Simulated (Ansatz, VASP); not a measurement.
TaRu in VASP and in Ansatz

```
Ta Ru
1.0
     3.05300    0.00000    0.00000
     0.00000    3.05300    0.00000
     0.00000    0.00000    3.38900
Ta Ru
1 1
Direct
  0.50000 0.50000 0.50000
  0.00000 0.00000 0.00000
```

Alike in both runs: task single point; functional LDA; k mesh 18 × 18 × 16; occupations gaussian, width 0.15 eV; no spin polarisation.

|  | VASP | Ansatz |
| --- | --- | --- |
| version | VASP 6.6.1 | Ansatz 0.2.0 |
| potentials or method | VASP PAW LDA potentials, release 64 (Ta_pv, Ru_pv), cutoff 520 eV | scalar-relativistic, plane waves, PAW |
| valence electrons in the cell | 25 | 29 |

|  | VASP | Ansatz | Ansatz less VASP |
| --- | --- | --- | --- |
| gap on the k mesh at the Fermi level (eV) | none | none | - |
| pressure (GPa) | -9.7 | -10.6 | -0.87 |
| traceless stress, the component that is largest in VASP (GPa) | 0.87 | 0.91 | +0.044 |

LDA's correlation is that of Perdew and Zunger in VASP and of Perdew and Wang (1992) in Ansatz. A gap of «none» marks a metal or a gap that the smearing closes. VASP's potentials hold 25 valence electrons a cell and Ansatz's 29, so a difference there can come from the potentials and not from the codes.

Spin-orbit coupling is off throughout.
